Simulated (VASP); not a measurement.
# MoS2 in VASP: single point with PBEsol

Aim: the single point of MoS2 with PBEsol.

Everything below comes from runs of VASP 6.6.1. Logs are shortened: lines on timing, memory, paths and dates and some standing lists are left out, and cuts for length are marked.

## 1. The cell of the first run

The cell holds a slab with vacuum, 9 atoms: a = 3.141 Å, b = 3.141 Å, c = 28.014 Å, α = 89.63°, β = 90.00°, γ = 120.00°.

## 2. Single point, PBEsol (strain +0.0075 x Voigt [0, 0, 0, 1, 0, 0])

File INCAR:

```
PREC = Accurate ; ENCUT = 520
EDIFF = 1E-6 ; ISMEAR = 0
SIGMA = 0.05 ; LREAL = F
LASPH = T ; NELM = 80
ALGO = Normal ; ISIF = 2
LWAVE = F ; LCHARG = T
GGA = PS ; LELF = T
LVHAR = T ; NBANDS = 49
```

File KPOINTS:

```
regular mesh
0
Gamma
  12 12 1
```

File POSCAR:

```
MoS2
1.0
    3.1407285108      0.0000000000      0.0000000000
   -1.5703642554      2.7199506767      0.0101998150
    0.0000000000      0.1050521494     28.0139064959
Mo S
3 6
Direct
    0.6666666667      0.3333333333      0.0000000000
    0.3333333333      0.6666666667      0.7755311770
    0.3333333333      0.6666666667      0.2244688230
    0.3333333333      0.6666666667      0.0556609006
    0.6666666667      0.3333333333      0.8311968859
    0.6666666667      0.3333333333      0.2800842459
    0.3333333333      0.6666666667      0.9443390994
    0.6666666667      0.3333333333      0.7199157541
    0.6666666667      0.3333333333      0.1688031141
```

Potentials or basis: VASP PAW PBE potentials, release 64 (Mo_sv, S).

The run is started by

```sh
$ cat potpaw_PBE.64/Mo_sv/POTCAR potpaw_PBE.64/S/POTCAR > POTCAR
$ mpirun -np 1 vasp_std > vasp.out
```

OUTCAR:

```text
PREC = Accurate
   ENCUT = 520
   EDIFF = 1E-6
   ISMEAR = 0
   LREAL = F
   LASPH = T
   NELM = 80
   ISIF = 2
   GGA = PS

 ion  position               nearest neighbor table
   1  0.667  0.333  0.000-   4 2.38   7 2.39   7 2.39   4 2.40   4 2.40   7 2.40
   2  0.333  0.667  0.776-   8 2.38   5 2.39   5 2.39   8 2.40   8 2.40   5 2.40
   3  0.333  0.667  0.224-   9 2.38   6 2.39   6 2.39   9 2.40   9 2.40   6 2.40
   4  0.333  0.667  0.056-   1 2.38   1 2.40   1 2.40
   5  0.667  0.333  0.831-   2 2.39   2 2.39   2 2.40
   6  0.667  0.333  0.280-   3 2.39   3 2.39   3 2.40
   7  0.333  0.667  0.944-   1 2.39   1 2.39   1 2.40
   8  0.667  0.333  0.720-   2 2.38   2 2.40   2 2.40
   9  0.667  0.333  0.169-   3 2.38   3 2.40   3 2.40

  LATTYP: Found a base centered monoclinic cell.
 ALAT       =     5.4399396026
 B/A-ratio  =     0.5773462097
 C/A-ratio  =     5.1497085473
 COS(beta)  =    -0.0074998945

  Lattice vectors:

 A1 = (  -1.5703642554,  -2.7199506767,  -0.0101998150)
 A2 = (   1.5703642554,  -2.7199506767,  -0.0101998150)
 A3 = (   0.0000000000,   0.1050521494,  28.0139064959)

Analysis of symmetry for initial positions (statically):
=====================================================================
 Subroutine PRICEL returns:
 Original cell was already a primitive cell.

 Routine SETGRP: Setting up the symmetry group for a
 base centered monoclinic supercell.

 Subroutine GETGRP returns: Found  2 space group operations
 (whereof  2 operations were pure point group operations)
 out of a pool of  4 trial point group operations.

The static configuration has the point symmetry C_1h.

Analysis of symmetry for dynamics (positions and initial velocities):
=====================================================================
 Subroutine PRICEL returns:
 Original cell was already a primitive cell.

 Routine SETGRP: Setting up the symmetry group for a
 base centered monoclinic supercell.

 Subroutine GETGRP returns: Found  2 space group operations
 (whereof  2 operations were pure point group operations)
 out of a pool of  4 trial point group operations.

The dynamic configuration has the point symmetry C_1h.

 Subroutine INISYM returns: Found  2 space group operations
 (whereof  2 operations are pure point group operations),
 and found     1 'primitive' translations

[... 106 lines left out ...]
   ENCUT  =  520.0 eV  38.22 Ry    6.18 a.u.   5.84  5.84 52.09*2*pi/ulx,y,z
   NELM   =     80;   NELMIN=  2; NELMDL= -5     # of ELM steps
   EDIFF  = 0.1E-05   stopping-criterion for ELM
   LREAL  =      F    real-space projection
[... 7 lines left out ...]
   TEBEG  =    0.0;   TEEND  =   0.0 temperature during run
   PSTRESS=    0.0 pullay stress
   NELECT =      78.0000    total number of electrons
   NUPDOWN=      -1.0000    fix difference up-down
   EMIN   =  10.00;   EMAX   =-10.00  energy-range for DOS
   EFERMI =   0.00;   METHOD = LEGACY
   ISMEAR =     0;   SIGMA  =   0.05  broadening in eV -4-tet -1-fermi 0-gaus
   EFERMI_NEDOS =   21; number of points for ismear=-14 and -15
   IALGO  =     38    algorithm
   IMIX   =      4    mixing-type and parameters
     AMIX     =   0.40;   BMIX     =  1.00
     AMIX_MAG =   1.60;   BMIX_MAG =  1.00
  volume/ion in A,a.u.               =      26.59       179.44
  Fermi-wavevector in a.u.,A,eV,Ry     =   1.126644  2.129048 17.270238  1.269327
  Thomas-Fermi vector in A             =   2.263327
   LORBIT       =      0    0 simple, 1 ext, 2 COOP (PROOUT), +10 PAW based schemes
   GGA     = PS    functional components
   LHFCALC =     F    Hartree Fock is set to
   AEXX    =    0.0000 exact exchange contribution
   IVDW    =     0    specifies the selected vdW correction
   LEPSILON=     F    determine dielectric tensor
   LRPA    =     F    only Hartree local field effects (RPA)
 non-spin polarized calculation
 Gauss-broadening in eV      SIGMA  =   0.05
  energy-cutoff  :      520.00
  volume of cell :      239.31
 maximum number of plane-waves:      6479
   NGX = 11   NGY = 11   NGZ =105

 number of electron      78.0000001 magnetization

 Free energy of the ion-electron system (eV)
  ---------------------------------------------------
  ext. energy  EPLUGINS =         0.00000000
  ---------------------------------------------------
  free energy    TOTEN  =       -70.32702700 eV

  energy without entropy =      -70.32702700  energy(sigma->0) =      -70.32702700

 E-fermi :   3.2927     XC(G=0):  -7.6692

 val. band max:        3.0415944816   @ k =   0.0000   0.0000   0.0000
 cond. band min:       4.2458304799   @ k =   0.1667   0.1667  -0.0000
 fundamental gap:      1.2042359983
 Fermi energy:         3.2927239628

 k-point     1 :       0.0000    0.0000    0.0000
  band No.  band energies     occupation
      1     -58.1350      2.00000
      2     -58.1334      2.00000
      3     -58.1334      2.00000
      4     -32.3469      2.00000
      5     -32.3456      2.00000
      6     -32.3455      2.00000
[... 1237 lines left out ...]
     48       6.3408      0.00000
     49       6.9113      0.00000

 [... further k-points ...]

------------------------ aborting loop because EDIFF is reached ----------------------------------------

  FORCE on cell =-STRESS in cart. coord.  units (eV):
  Direction    XX          YY          ZZ          XY          YZ          ZX
  --------------------------------------------------------------------------------------
  -------------------------------------------------------------------------------------
  Total        0.0405446      0.0468968     -0.0153807      0.0000000     -1.0683378      0.0000000
  in kB        0.2714470      0.3139750     -0.1029740      0.0000000     -7.1525383      0.0000000
  external PRESSURE =       0.1608160 kB  Pullay stress =       0.0000000 kB

 VOLUME and BASIS-vectors are now :
 -----------------------------------------------------------------------------
  energy-cutoff  :      520.00
  volume of cell :      239.31
      direct lattice vectors                 reciprocal lattice vectors
     3.140728511  0.000000000  0.000000000     0.318397466  0.183829448 -0.000689360
    -1.570364255  2.719950677  0.010199815     0.000000000  0.367658896 -0.001378721
     0.000000000  0.105052149 28.013906496     0.000000000 -0.000133864  0.035697059

 POSITION                                       TOTAL-FORCE (eV/Angst)
 -----------------------------------------------------------------------------------
      1.57036      0.90665      0.00340        -0.000000      0.002047     -0.000019
     -0.00000      1.89477     21.73246        -0.000000     -0.001840     -0.000739
     -0.00000      1.83688      6.29505        -0.000000     -0.002274      0.000773
     -0.00000      1.81915      1.56608         0.000000     -0.110523      0.002965
      1.57036      0.99397     23.28847        -0.000000     -0.108528      0.004676
      1.57036      0.93607      7.84965        -0.000000     -0.111188      0.005351
     -0.00000      1.91251     26.46143        -0.000000      0.108360     -0.002941
      1.57036      0.98228     20.17105        -0.000000      0.113247     -0.005360
      1.57036      0.92438      4.73223         0.000000      0.110698     -0.004705
 -----------------------------------------------------------------------------------
    total drift:                                0.000000      0.000004     -0.000003

  FREE ENERGIE OF THE ION-ELECTRON SYSTEM (eV)
  ---------------------------------------------------
  free  energy   TOTEN  =       -70.3270269983 eV

  energy  without entropy=      -70.3270269983  energy(sigma->0) =      -70.32702700
```

Run time: 23 min. Hardware: 1 thread of Intel Xeon 8259CL, shared host; peak memory 0.58 GiB.

What came out:

| Quantity | Value |
| --- | --- |
| Free energy | -70.3270 eV |
| Largest force | 0.113 eV/Å |
| Band gap on the k mesh | 1.20 eV (least direct gap 1.77 eV) |

Forces in eV/Å, atoms in the order of the input:
```
Mo   0.000  0.002  0.000
Mo   0.000 -0.002 -0.001
Mo   0.000 -0.002  0.001
S    0.000 -0.111  0.003
S    0.000 -0.109  0.005
S    0.000 -0.111  0.005
S    0.000  0.108 -0.003
S    0.000  0.113 -0.005
S    0.000  0.111 -0.005
```

Caveat: the cell differs from its parent crystal (strain +0.0075 x Voigt [0, 0, 0, 1, 0, 0]); there is no dipole correction, which matters where the two faces differ; the PAW data sets were made with another functional, which shifts forces and pressure a little.
